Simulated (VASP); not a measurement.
Wanted: the native input for a VASP 6.6.1 run.

- Task: single point
- Functional: PBE
- Potentials or basis: VASP PAW PBE potentials, release 64 (Ti_sv, Al)
- Cutoff: 520 eV
- k mesh: 14 × 14 × 14
- Occupations: gaussian, width 0.1 eV
- Spin: no spin polarisation
- Dipole correction: no
- Further INCAR settings: ALGO = Normal; EDIFF = 1e-06; NBANDS = 14

The structure of TiAl lies in POSCAR:

```
TiAl
1.0
    3.2487960911      0.0000000000      0.0000000000
    0.0000000000      3.2487960911      0.0000000000
    0.0000000000      0.0000000000      3.2487960911
Ti Al
1 1
Direct
    0.5000000000      0.5000000000      0.5000000000
    0.0000000000      0.0000000000      0.0000000000
```

This cell differs from its parent crystal: volume scaled by 1.06.

The input as run:

INCAR

```
PREC = Accurate
ENCUT = 520
EDIFF = 1E-6
ISMEAR = 0
SIGMA = 0.1
LREAL = False
LASPH = True
NELM = 60
ALGO = Normal
ISIF = 2
LWAVE = False
LCHARG = True
GGA = PE
LELF = True
LVHAR = True
NBANDS = 14
```

KPOINTS

```
Automatic mesh
0
Gamma
  14 14 14
```

Potentials or basis: VASP PAW PBE potentials, release 64 (Ti_sv, Al).

The run is started by

```sh
$ cat potpaw_PBE.64/Ti_sv/POTCAR potpaw_PBE.64/Al/POTCAR > POTCAR
$ mpirun -np 1 vasp_std > vasp.out
```

Results of the run:

| Property | Result |
| --- | --- |
| Pressure | -5.8 GPa |

Wall time 60 s on 1 thread of AMD EPYC 7R13, on a shared host, peak memory 0.15 GiB.
